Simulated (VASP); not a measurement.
Input of a VASP 6.6.1 run:

File INCAR:

```
PREC = Accurate
ENCUT = 520
EDIFF = 1E-7
ISMEAR = 0
SIGMA = 0.02
LREAL = Auto
LASPH = True
NELM = 100
ALGO = Normal
ISIF = 2
LWAVE = False
LCHARG = True
GGA = CA
LELF = True
LVHAR = True
NELECT = 58.0
NBANDS = 43
```

Contents of KPOINTS:

```
Automatic mesh
0
Gamma
  3 3 3
```

The input POSCAR:

```
Si
1.0
    0.0000000000      5.4019422852     -5.4019422852
    5.4019422852      5.4019422852      0.0000000000
    5.4019422852      0.0000000000     -5.4019422852
Si
15
Direct
   -0.0624999273      0.1875001521      0.1874997818
    0.1251634994      0.6239624235      0.1269117595
    0.6299133386      0.1287558184      0.1287558184
    0.6299128758      0.6125767040      0.1287551705
    0.1251634994      0.1269119446      0.6239624235
    0.1251634994      0.6239622384      0.6239624235
    0.6299125982      0.1287554482      0.6125764263
    0.6263254625      0.6245583203      0.6245583203
    0.2450873094      0.7624230846      0.2462448560
    0.2450867540      0.2462441155      0.2462441155
    0.7498365007      0.7510375502      0.2480882670
    0.2486744451      0.7504417459      0.7504417459
    0.2450869391      0.2462444857      0.7624240102
    0.7498364081      0.7510378278      0.7510376427
    0.7498365007      0.2480880819      0.7510375502
```

Potentials or basis: VASP PAW LDA potentials, release 64 (Si).

The run is started by

```bash
$ cat potpaw_LDA.64/Si/POTCAR > POTCAR
$ mpirun -np 1 vasp_std > vasp.out
```

(1) Estimate the largest force.

## Answers

(1) 0.042 eV/Å.

Caveat: the cell carries a net charge on a neutralising background, which shifts energy and pressure.
